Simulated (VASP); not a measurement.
Write the native input for VASP 6.6.1 that does the following.

* Task: relaxation of cell and atoms
* Functional: PBE
* Potentials or basis: VASP PAW PBE potentials, release 64 (Na_sv, N)
* Cutoff: 970 eV
* k mesh: 15 × 15 × 8
* Occupations: gaussian, width 0.1 eV
* Spin: no spin polarisation
* Dipole correction: no
* Further INCAR settings: ALGO = Normal; EDIFF = 1e-07; IBRION = 2; EDIFFG = -0.01; NSW = 100; ISIF = 3

The structure of Na2N lies in POSCAR:

```
Na2N
1.0
    3.6922218465      0.0000000000      0.0000000000
   -1.8461109233      3.1975579155      0.0000000000
    0.0000000000      0.0000000000      5.5416351878
Na N
2 1
Direct
    0.3333333333      0.6666666667      0.1988782619
    0.6666666667      0.3333333333      0.8011217381
    0.0000000000      0.0000000000      0.0000000000
```

The cell was generated, and may not be a known phase.

The input as run:

INCAR

```
  PREC = Accurate
  ENCUT = 970
  EDIFF = 1E-7
  ISMEAR = 0
  SIGMA = 0.1
  LREAL = F
  LASPH = T
  NELM = 120
  ALGO = Normal
  ISIF = 3
  LWAVE = F
  LCHARG = F
  GGA = PE
  IBRION = 2
  NSW = 100
  EDIFFG = -0.01
  GGA_COMPAT = F
  NELMIN = 4
```

KPOINTS

```
regular mesh
0
Gamma
  15 15 8
```

Potentials or basis: VASP PAW PBE potentials, release 64 (Na_sv, N).

Run with:

```console
$ cat potpaw_PBE.64/Na_sv/POTCAR potpaw_PBE.64/N/POTCAR > POTCAR
$ mpirun -np 1 vasp_std > vasp.out
```

Results of the run:

* Relaxed volume: 20.12 Å³/atom
* Relaxed cell: a = 3.709 Å, b = 3.709 Å, c = 5.066 Å, α = 90.00°, β = 90.00°, γ = 120.00°
* Space group after relaxing (to 0.1 Å): P-3m1 (No. 164)
* Energy gained by relaxing: 4.2 meV/atom
* Ionic steps: 10
* Pressure after relaxing: 0.0 GPa
* Largest force after relaxing: 0.009 eV/Å
* Band gap on the k mesh: zero (an odd number of electrons rules out a gap without spin polarisation)

Wall time 29 min on 1 thread of Intel(R) Xeon(R) 6975P-C (Granite Rapids), on a shared host, peak memory 0.6 GiB.
